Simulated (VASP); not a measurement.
# H4W12CO in VASP: single point with PBE+D3(BJ)

Aim: the single point of H4W12CO with PBE+D3(BJ).

Program: VASP 6.6.1. These are calculated values, not measurements. Logs are shortened: lines on timing, memory, paths and dates and some standing lists are left out, and cuts for length are marked.

**1. The cell of the first run**

The cell holds a slab with vacuum, 18 atoms: a = 5.472 Å, b = 5.472 Å, c = 24.439 Å, α = 90.00°, β = 90.00°, γ = 109.47°.

**2. Single point, PBE+D3(BJ)**

INCAR

```
SYSTEM = H4W12CO
PREC     = Accurate       ! precision mode
ENCUT    = 520            ! plane-wave cutoff, eV
EDIFF    = 1E-6           ! SCF threshold, eV
ISMEAR   = 0              ! smearing method
SIGMA    = 0.1            ! smearing width, eV
LREAL    = Auto         
LASPH    = .True.         ! aspherical terms in the spheres
NELM     = 100            ! most SCF steps
ALGO     = Normal         ! electronic algorithm
ISIF     = 2              ! what is computed and relaxed
LWAVE    = .False.        ! write WAVECAR
LCHARG   = .False.        ! write CHGCAR
LDIPOL   = .True.       
IDIPOL   = 3            
DIPOL    = 0.5 0.5 0.488
GGA      = PE             ! functional
IVDW     = 12             ! dispersion correction
NBANDS   = 106            ! bands
```

KPOINTS

```
Automatic mesh
0
Gamma
  4 4 1
  0 0 0
```

POSCAR

```
H4W12CO
1.0
    5.4721979736      0.0000000000      0.0000000000
   -1.8240659912      5.1592377269      0.0000000000
    0.0000000000      0.0000000000     24.4393309356
W C O H
12 1 1 4
Direct
    0.2500000000      0.2500000000      0.3273412035
    0.2500000000      0.7500000000      0.3273412035
    0.7500000000      0.2500000000      0.3273412035
    0.7500000000      0.7500000000      0.3273412035
    0.4993881124      0.4992886768      0.4162140807
    0.5022221023     -0.0015926336      0.4168077507
   -0.0016054614      0.5016018891      0.4167476225
    0.0006486792      0.0003834587      0.4165511837
    0.7494793679      0.7473795808      0.5101320938
    0.7509850307      0.2517557004      0.5049063503
    0.2509196352      0.7504578901      0.5050253810
    0.2503677230      0.2501942436      0.5058664406
    0.5532383109      0.7391520819      0.6377597720
    0.7786753308      0.7872083606      0.6032922814
    0.6157032160      0.7888858084      0.6802738249
    0.4432202222      0.5322751997      0.6338801000
    0.4320305384      0.8516473420      0.6233569272
    0.8762086704      0.9751131168      0.6007423742
```

Potentials or basis: VASP PAW PBE potentials, release 64 (W_sv, C, O, H).

On the command line:

```bash
cat potpaw_PBE.64/W_sv/POTCAR potpaw_PBE.64/C/POTCAR potpaw_PBE.64/O/POTCAR potpaw_PBE.64/H/POTCAR > POTCAR
mpirun -np 1 vasp_std > vasp.out
```

OUTCAR:

```text
SYSTEM = H4W12CO
   PREC = Accurate
   ENCUT = 520
   EDIFF = 1E-6
   ISMEAR = 0
   LREAL = Auto
   LASPH = .True.
   NELM = 100
   ISIF = 2
   GGA = PE
   IVDW = 12
 IVDW          = 12

 ion  position               nearest neighbor table
   1  0.250  0.250  0.327-   5 2.68   8 2.69   3 2.74   3 2.74   2 2.74   2 2.74   7 3.14   6 3.14
                             4 3.16   4 3.16
   2  0.250  0.750  0.327-   7 2.70   6 2.70   4 2.74   4 2.74   1 2.74   1 2.74   5 3.12   8 3.12
                             3 3.16   3 3.16
   3  0.750  0.250  0.327-   7 2.70   6 2.70   1 2.74   1 2.74   4 2.74   4 2.74   5 3.12   8 3.12
                             2 3.16   2 3.16
   4  0.750  0.750  0.327-   5 2.69   8 2.69   2 2.74   2 2.74   3 2.74   3 2.74   6 3.11   7 3.11
                             1 3.16   1 3.16
   5  0.499  0.499  0.416-   1 2.68   4 2.69  12 2.70   6 2.73   7 2.73   7 2.75   6 2.75   9 2.78
                            10 3.11  11 3.11   3 3.12   2 3.12   8 3.15   8 3.17
   6  0.502  0.998  0.417-  11 2.67  10 2.67   3 2.70   2 2.70   8 2.72   5 2.73   5 2.75   8 2.75
                             4 3.11  12 3.13   1 3.14   7 3.16   7 3.16   9 3.19
   7  0.998  0.502  0.417-  10 2.67  11 2.68   3 2.70   2 2.70   8 2.73   5 2.73   5 2.75   8 2.75
                             4 3.11  12 3.13   1 3.14   6 3.16   6 3.16   9 3.18
   8  0.001  0.000  0.417-   1 2.69  12 2.69   4 2.69   6 2.72   7 2.73   7 2.75   6 2.75   9 2.79
                            11 3.11  10 3.11   2 3.12   3 3.12   5 3.15   5 3.17
   9  0.749  0.747  0.510-  14 2.29  10 2.72  11 2.74  11 2.74  10 2.76   5 2.78   8 2.79  12 3.15
                            12 3.17   7 3.18   6 3.19
  10  0.751  0.252  0.505-   7 2.67   6 2.67   9 2.72  12 2.74  12 2.74   9 2.76   5 3.11   8 3.11
                            11 3.16  11 3.16
  11  0.251  0.750  0.505-   6 2.67   7 2.68  12 2.74  12 2.74   9 2.74   9 2.74   8 3.11   5 3.11
                            10 3.16  10 3.16
  12  0.250  0.250  0.506-   8 2.69   5 2.70  10 2.74  11 2.74  11 2.74  10 2.74   6 3.13   7 3.13
                             9 3.15   9 3.17
  13  0.553  0.739  0.638-  16 1.09  15 1.10  17 1.10  14 1.44
  14  0.779  0.787  0.603-  18 0.99  13 1.44   9 2.29
  15  0.616  0.789  0.680-  13 1.10
  16  0.443  0.532  0.634-  13 1.09
  17  0.432  0.852  0.623-  13 1.10
  18  0.876  0.975  0.601-  14 0.99

  LATTYP: Found a base centered orthorhombic cell.
 ALAT       =     6.3187499463
 B/A-ratio  =     1.4142135624
 C/A-ratio  =     3.8677477576

  Lattice vectors:

 A1 = (   5.4721979736,   0.0000000000,   0.0000000000)
 A2 = (  -1.8240659912,   5.1592377269,   0.0000000000)
 A3 = (   0.0000000000,   0.0000000000,  24.4393309356)

Analysis of symmetry for initial positions (statically):
=====================================================================
 Subroutine PRICEL returns:
 Original cell was already a primitive cell.

 Routine SETGRP: Setting up the symmetry group for a
 base centered orthorhombic supercell.

 Subroutine GETGRP returns: Found  1 space group operations
 (whereof  1 operations were pure point group operations)
 out of a pool of  8 trial point group operations.

The static configuration has the point symmetry C_1 .

Analysis of symmetry for dynamics (positions and initial velocities):
=====================================================================
 Subroutine PRICEL returns:
 Original cell was already a primitive cell.

 Routine SETGRP: Setting up the symmetry group for a
 base centered orthorhombic supercell.

 Subroutine GETGRP returns: Found  1 space group operations
 (whereof  1 operations were pure point group operations)
 out of a pool of  8 trial point group operations.

The dynamic configuration has the point symmetry C_1 .

 Subroutine INISYM returns: Found  1 space group operations
 (whereof  1 operations are pure point group operations),
 and found     1 'primitive' translations

----------------------------------------------------------------------------------------

                                     Primitive cell

  volume of cell :     689.9802

  direct lattice vectors                    reciprocal lattice vectors
     5.472197974  0.000000000  0.000000000     0.182741927  0.064609028  0.000000000
    -1.824065991  5.159237727  0.000000000     0.000000000  0.193827083  0.000000000
     0.000000000  0.000000000 24.439330936     0.000000000  0.000000000  0.040917650

  length of vectors
     5.472197974  5.472197974 24.439330936     0.193827083  0.193827083  0.040917650

  position of ions in fractional coordinates (direct lattice)
     0.250000000  0.250000000  0.327341203
     0.250000000  0.750000000  0.327341203
     0.750000000  0.250000000  0.327341203
     0.750000000  0.750000000  0.327341203
     0.499388112  0.499288677  0.416214081
     0.502222102  0.998407366  0.416807751
[... 10 lines left out ...]
     0.432030538  0.851647342  0.623356927
     0.876208670  0.975113117  0.600742374

  ion indices of the primitive-cell ions
   primitive index   ion index
                 1           1
                 2           2
                 3           3
                 4           4
                 5           5
                 6           6
[... 10 lines left out ...]
                17          17
                18          18

----------------------------------------------------------------------------------------

 KPOINTS: Automatic mesh

Automatic generation of k-mesh.
 Grid dimensions read from file:
 generate k-points for:    4    4    1

 Generating k-lattice:

  Cartesian coordinates                     Fractional coordinates (reciprocal lattice)
     0.045685482  0.016152257  0.000000000     0.250000000  0.000000000  0.000000000
     0.000000000  0.048456771  0.000000000     0.000000000  0.250000000  0.000000000
     0.000000000  0.000000000  0.040917650     0.000000000  0.000000000  1.000000000

  Length of vectors
     0.048456771  0.048456771  0.040917650

  Shift w.r.t. Gamma in fractional coordinates (k-lattice)
     0.000000000  0.000000000  0.000000000

 Subroutine IBZKPT returns following result:
 ===========================================

 Found     10 irreducible k-points:

 Following reciprocal coordinates:
            Coordinates               Weight
  0.000000  0.000000  0.000000      1.000000
  0.250000  0.000000  0.000000      2.000000
  0.000000  0.250000  0.000000      2.000000
  0.500000  0.000000  0.000000      1.000000
  0.000000  0.500000  0.000000      1.000000
  0.250000  0.250000  0.000000      2.000000
  0.500000  0.250000  0.000000      2.000000
  0.250000  0.500000  0.000000      2.000000
 -0.250000  0.250000  0.000000      2.000000
  0.500000  0.500000  0.000000      1.000000
   k-points           NKPTS =     10   k-points in BZ     NKDIM =     10   number of bands    NBANDS=    106
   number of dos      NEDOS =    301   number of ions     NIONS =     18
   total plane-waves  NPLWV = 338688
   dimension x,y,z NGX =    42 NGY =   42 NGZ =  192
   dimension x,y,z NGXF=    84 NGYF=   84 NGZF=  384
   ions per type =              12   1   1   4
   NGX,Y,Z   is equivalent  to a cutoff of  12.76, 12.76, 13.06 a.u.
   NGXF,Y,Z  is equivalent  to a cutoff of  25.52, 25.52, 26.12 a.u.
 SYSTEM =  H4W12CO
   PREC   = accura    normal or accurate (medium, high low for compatibility)
   ISTART =      0    job   : 0-new  1-cont  2-samecut
   ICHARG =      2    charge: 1-file 2-atom 10-const
   ISPIN  =      1    spin polarized calculation?
   LNONCOLLINEAR =      F non collinear calculations
   LSORBIT =      F    spin-orbit coupling
   LASPH  =      T    aspherical Exc in radial PAW
   ENCUT  =  520.0 eV  38.22 Ry    6.18 a.u.  10.17 10.17 45.44*2*pi/ulx,y,z
   NELM   =    100;   NELMIN=  2; NELMDL= -5     # of ELM steps
   EDIFF  = 0.1E-05   stopping-criterion for ELM
   LREAL  =      T    real-space projection
   EDIFFG = 0.1E-04   stopping-criterion for IOM
   NSW    =      0    number of steps for IOM
   IBRION =     -1    ionic relax: 0-MD 1-quasi-New 2-CG
   NFREE  =      0    steps in history (QN), initial steepest desc. (CG)
   ISIF   =      2    stress and relaxation
   ISYM   =      2    0-nonsym 1-usesym 2-fastsym
   POTIM  = 0.5000    time-step for ionic-motion
   TEBEG  =    0.0;   TEEND  =   0.0 temperature during run
   PSTRESS=    0.0 pullay stress
   NELECT =     182.0000    total number of electrons
   NUPDOWN=      -1.0000    fix difference up-down
   EMIN   =  10.00;   EMAX   =-10.00  energy-range for DOS
   EFERMI =   0.00;   METHOD = LEGACY
   ISMEAR =     0;   SIGMA  =   0.10  broadening in eV -4-tet -1-fermi 0-gaus
   EFERMI_NEDOS =   21; number of points for ismear=-14 and -15
   IALGO  =     38    algorithm
   IMIX   =      4    mixing-type and parameters
     AMIX     =   0.40;   BMIX     =  1.00
     AMIX_MAG =   1.60;   BMIX_MAG =  1.00
  volume/ion in A,a.u.               =      38.33       258.68
  Fermi-wavevector in a.u.,A,eV,Ry     =   1.049912  1.984047 14.997921  1.102316
  Thomas-Fermi vector in A             =   2.184894
   LORBIT       =      0    0 simple, 1 ext, 2 COOP (PROOUT), +10 PAW based schemes
   GGA     = PE    functional components
   LHFCALC =     F    Hartree Fock is set to
   AEXX    =    0.0000 exact exchange contribution
   IVDW    =    12    specifies the selected vdW correction
   LEPSILON=     F    determine dielectric tensor
   LRPA    =     F    only Hartree local field effects (RPA)
 non-spin polarized calculation
 Gauss-broadening in eV      SIGMA  =   0.10
  energy-cutoff  :      520.00
  volume of cell :      689.98
 maximum number of plane-waves:     18625
 NGX is ok and might be reduce to    42
   NGX = 21   NGY = 21   NGZ = 91

 number of electron     182.0000026 magnetization

 dipolmoment           0.000000      0.000000     -0.302043 electrons x Angstroem

 Free energy of the ion-electron system (eV)
  ---------------------------------------------------
  ext. energy  EPLUGINS =         0.00000000
  ---------------------------------------------------
  free energy    TOTEN  =      -174.42062218 eV

  energy without entropy =     -174.35785785  energy(sigma->0) =     -174.38924002

 E-fermi :   0.7144     XC(G=0):  -5.1554

 val. band max:        0.7032290320   @ k =   0.5000   0.5000   0.0000
 cond. band min:       0.7359665575   @ k =   0.2500   0.2500   0.0000
 fundamental gap:      0.0327375255
 Fermi energy:         0.7144304779

 k-point     1 :       0.0000    0.0000    0.0000
  band No.  band energies     occupation
      1     -73.3748      2.00000
      2     -73.3353      2.00000
      3     -73.2627      2.00000
      4     -73.2583      2.00000
      5     -73.2222      2.00000
      6     -73.1999      2.00000
[... 95 lines left out ...]
    102       3.0338      0.00000
    103       3.0543      0.00000

 k-point     2 :       0.2500    0.0000    0.0000
  band No.  band energies     occupation
      1     -73.3681      2.00000
      2     -73.3282      2.00000
      3     -73.2744      2.00000
      4     -73.2546      2.00000
      5     -73.2276      2.00000
      6     -73.1916      2.00000
[... 943 lines left out ...]
    102       1.7802      0.00000
    103       1.8344      0.00000
 [bands above 103 left out]

------------------------ aborting loop because EDIFF is reached ----------------------------------------

 vacuum level on the upper side and lower side of the slab       (xc-potential included)        -1.041         0.875

 Edisp (eV)   -5.75352

 E8    (eV) :    -2.9878

  FORCE on cell =-STRESS in cart. coord.  units (eV):
  Direction    XX          YY          ZZ          XY          YZ          ZX
  --------------------------------------------------------------------------------------
  -------------------------------------------------------------------------------------
  Total     -12.10513   -13.51563     0.49326    -2.42925     0.03092    -0.15188
  in kB     -28.10886   -31.38413     1.14537    -5.64087     0.07179    -0.35267
  external pressure =      -19.45 kB  Pullay stress =        0.00 kB

 VOLUME and BASIS-vectors are now :
 -----------------------------------------------------------------------------
  energy-cutoff  :      520.00
  volume of cell :      689.98
      direct lattice vectors                 reciprocal lattice vectors
     5.472197974  0.000000000  0.000000000     0.182741927  0.064609028  0.000000000
    -1.824065991  5.159237727  0.000000000     0.000000000  0.193827083  0.000000000
     0.000000000  0.000000000 24.439330936     0.000000000  0.000000000  0.040917650

 POSITION                                       TOTAL-FORCE (eV/Angst)
 -----------------------------------------------------------------------------------
      0.91203      1.28981      8.00000        -0.010329     -0.007565      0.113353
      0.00000      3.86943      8.00000         0.005838      0.017588     -0.069057
      3.64813      1.28981      8.00000         0.021665      0.000377     -0.067930
      2.73610      3.86943      8.00000        -0.006703     -0.013928     -0.124265
      1.82202      2.57595     10.17199         0.003820      0.002173      0.005947
      0.92710      5.15102     10.18650        -0.001888     -0.000024     -0.002088
[... 10 lines left out ...]
      0.81070      4.39385     15.23443        -0.019050      0.013571     -0.006339
      3.01612      5.03084     14.68174         0.034468      0.054145     -0.018751
 -----------------------------------------------------------------------------------
    total drift:                               -0.001453     -0.003436     -0.004223

  FREE ENERGIE OF THE ION-ELECTRON SYSTEM (eV)
  ---------------------------------------------------
  free  energy   TOTEN  =      -180.1741387223 eV

  energy  without entropy=     -180.1113743894  energy(sigma->0) =     -180.14275656

 vacuum level on the upper side and lower side of the slab         3.557         5.499
```

Run time: 78 min. Hardware: 1 thread of Intel Xeon 8259CL, shared host; peak memory 0.99 GiB.

What came out:

```yaml
Free_energy: -180.1741 eV
Largest_force: 0.125 eV/Å
Band_gap_on_the_k_mesh: zero (bands 91 and 92 overlap by 1.34 eV)
Dispersion_energy_per_atom: -0.320 eV
```

Forces in eV/Å, atoms in the order of the input:
```
W   -0.010 -0.008  0.113
W    0.006  0.018 -0.069
W    0.022  0.000 -0.068
W   -0.007 -0.014 -0.124
W    0.004  0.002  0.006
W   -0.002  0.000 -0.002
W   -0.002  0.002 -0.004
W   -0.001 -0.002  0.004
W   -0.002 -0.003  0.006
W    0.006 -0.005  0.040
W    0.006 -0.005  0.041
W   -0.006  0.001  0.037
C   -0.088 -0.050  0.071
O    0.058  0.005 -0.043
H    0.003  0.006  0.022
H   -0.002 -0.016 -0.005
H   -0.019  0.014 -0.006
H    0.034  0.054 -0.019
```

Levels at points of the mesh, in eV from the Fermi level:
```tsv
k point	band 88	band 89	band 90	band 91	band 92	band 93	band 94	band 95
(0.00, 0.00, 0.00)	0.04	0.39	0.54	0.83	1.42	1.42	1.48	1.55
(0.50, 0.00, 0.00)	-0.88	-0.78	-0.74	-0.63	0.26	0.29	0.53	0.59
(0.00, 0.50, 0.00)	-0.87	-0.78	-0.74	-0.62	0.29	0.36	0.53	0.61
(0.50, 0.50, 0.00)	-0.84	-0.83	-0.64	-0.60	-0.51	-0.35	-0.07	-0.01
```

Caveat: spin-orbit coupling is left out, which moves the levels of the heavy elements.

The gap in the log of VASP goes by the Fermi energy; the results here count the filled bands.